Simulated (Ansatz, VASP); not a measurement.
## Li2Pt in VASP and in Ansatz

Contents of INCAR:

```
ALGO = Normal
EDIFF = 1E-8
ENCUT = 520
GGA = CA
ISIF = 2
ISMEAR = -1
LASPH = True
LCHARG = False
LEFG = True
LREAL = False
LWAVE = False
NBANDS = 15
NELM = 80
PREC = Accurate
SIGMA = 0.03
```

File KPOINTS:

```
k-points
0
Gamma
  9 9 12
```

File POSCAR:

```
Li2Pt
1.0
    4.1022790069      0.0000000000      0.0000000000
   -2.0511395034      3.5526778334      0.0000000000
    0.0000000000      0.0000000000      2.6610000000
Li Pt
2 1
Direct
    0.3333333333      0.6666666667      0.5000000000
    0.6666666667      0.3333333333      0.5000000000
    0.0000000000      0.0000000000      0.0000000000
```

Input for Ansatz:

```yaml
crystal:
  lattice:
    - [4.1022790069, 0.0, 0.0]
    - [-2.0511395034, 3.5526778334, 0.0]
    - [0.0, 0.0, 2.661]
  atoms:
    - { symbol: Li, position: [0.3333333333, 0.6666666667, 0.5] }
    - { symbol: Li, position: [0.6666666667, 0.3333333333, 0.5] }
    - { symbol: Pt, position: [0.0, 0.0, 0.0] }
kpoints:
  mp_grid: { grid: [9, 9, 12] }
scf:
  occupations: { method: fermi_dirac, width: 0.03 }
hamiltonian:
  xc: lda
  pseudopotentials: { kind: all_electron, datasets: crystal }
output:
  forces: true
  stress: true
  eigenvalues: true
  efg: { contact_densities: true }
```

Change from the starting cell: equal xx and yy strain of -2 %, crystal datasets.

Alike in both runs: task electric field gradients; functional LDA; k mesh 9 × 9 × 12; occupations fermi-dirac, width 0.03 eV; no spin polarisation.

```csv
,VASP,Ansatz
version,VASP 6.6.1,Ansatz 0.2.0
potentials or method,"VASP PAW LDA potentials, release 64 (Li_sv, Pt), cutoff 520 eV","all-electron PAW with datasets made for the crystal, scalar-relativistic"
```

```csv
,VASP,Ansatz,Ansatz less VASP
size of Vzz on the site where it differs most (V/Å²),345.9,278.9,-67.07
```

LDA's correlation is that of Perdew and Zunger in VASP and of Perdew and Wang (1992) in Ansatz. Ansatz ran all-electron here, and VASP with PAW potentials.

Spin-orbit coupling is off throughout. Noted on VASP's run: the cutoff is under 1.25 times that of the potentials, so the pressure is a little rough.
